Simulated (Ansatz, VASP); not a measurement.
# Two plane-wave programs on PtSe2

```
CELL_PARAMETERS angstrom
3.72400 0.00000 0.00931
-1.86200 3.22508 -0.00466
0.01265 0.00000 5.06200
ATOMIC_POSITIONS crystal
Pt 0.00000 0.00000 0.00000
Se 0.33333 0.66667 0.25000
Se 0.66667 0.33333 0.75000
```

Change from the starting cell: strain +0.0050 x Voigt [0, 0, 0, 0, 1, 0], atoms carried along.

Alike in both runs: task single point; functional PBE; k mesh 12 × 12 × 10; occupations gaussian, width 0.15 eV; no spin polarisation.

|  | VASP | Ansatz |
| --- | --- | --- |
| version | VASP 6.6.1 | Ansatz 0.2.0 |
| potentials or method | VASP PAW PBE potentials, release 64 (Pt, Se), cutoff 520 eV | scalar-relativistic, plane waves, PAW |
| valence electrons in the cell | 22 | 50 |

VASP gave:

| Item | Value |
| --- | --- |
| gap on the k mesh at the Fermi level (eV) | none |
| pressure (GPa) | 7.3 |
| traceless stress, the component that is largest in VASP (GPa) | -1.33 |
| rms of the force components (eV/Å) | 0.272 |

Problem. Estimate Ansatz's values.

Solution. gap on the k mesh at the Fermi level (eV): none; pressure (GPa): 7.3; traceless stress, the component that is largest in VASP (GPa): -1.32; rms of the force components (eV/Å): 0.270.

Atom by atom the forces differ by 0.003 eV/Å (rms over components). A gap of «none» marks a metal or a gap that the smearing closes. With one functional, cell and mesh, what is left measures potentials, basis and numerics. VASP's potentials hold 22 valence electrons a cell and Ansatz's 50, so a difference there can come from the potentials and not from the codes.

Neither program's run includes spin-orbit coupling.
